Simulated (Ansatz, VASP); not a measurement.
**La in VASP and in Ansatz**

Contents of INCAR:

```
SYSTEM = La
PREC = Accurate ; ENCUT = 520
EDIFF = 1E-6 ; ISMEAR = 0
SIGMA = 0.1 ; LREAL = .FALSE.
LASPH = .TRUE. ; NELM = 100
ALGO = Normal ; ISIF = 2
LWAVE = .FALSE. ; LCHARG = .FALSE.
NBANDS = 30
```

Contents of KPOINTS:

```
regular mesh
0
G
  10 10 3
  0 0 0
```

POSCAR

```
La
1.0
    3.5996230182      0.0000000000      0.0000000000
   -1.7998115091      3.1173649778      0.0000000000
    0.0000000000      0.0000000000     11.5524372057
La
4
Direct
    0.0000000000      1.0000000000      0.0000000000
    1.0000000000      1.0000000000      0.5000000000
    0.3333333333      0.6666666667      0.7500000000
    0.6666666667      0.3333333333      0.2500000000
```

Input for Ansatz:

```yaml
crystal:
  lattice:
    - [3.5996230182, 0.0, 0.0]
    - [-1.7998115091, 3.1173649778, 0.0]
    - [0.0, 0.0, 11.5524372057]
  atoms:
    - { symbol: La, position: [0.0, 1.0, 0.0] }
    - { symbol: La, position: [1.0, 1.0, 0.5] }
    - { symbol: La, position: [0.3333333333, 0.6666666667, 0.75] }
    - { symbol: La, position: [0.6666666667, 0.3333333333, 0.25] }
hamiltonian:
  xc: lda
  pseudopotentials:
    kind: paw
    azcp:
      La: "pseudopotentials/La.paw.azcp"
basis:
  ecutwfc: 420
  fft_grid_basis: typed
kpoints:
  mp_grid: { grid: [10, 10, 3], shift: [0, 0, 0] }
magnetization:
  spin_polarized: false
scf:
  occupations: { method: gaussian, width: 0.1 }
  lower_state_search: "off"
output:
  stress: true
```

Alike in both runs: task single point; functional LDA; k mesh 10 × 10 × 3; occupations gaussian, width 0.1 eV; no spin polarisation.

|  | VASP | Ansatz |
| --- | --- | --- |
| version | VASP 6.6.1 | Ansatz 0.2.0 |
| potentials or method | VASP PAW LDA potentials, release 64 (La), cutoff 520 eV | plane waves (420 eV) with PAW, scalar-relativistic |
| valence electrons in the cell | 44 | 44 |

Ansatz gave:

| Item | Value |
| --- | --- |
| pressure (GPa) | -0.1 |
| traceless stress, the component that is largest in VASP (GPa) | -0.17 |

Question: Which values does VASP return?

Answer: Pressure (GPa): -0.2; traceless stress, the component that is largest in VASP (GPa): -0.17.

Ansatz warns that its potentials were made for another functional, while VASP's fit it. LDA's correlation is that of Perdew and Zunger in VASP and of Perdew and Wang (1992) in Ansatz.

Neither program's run includes spin-orbit coupling.
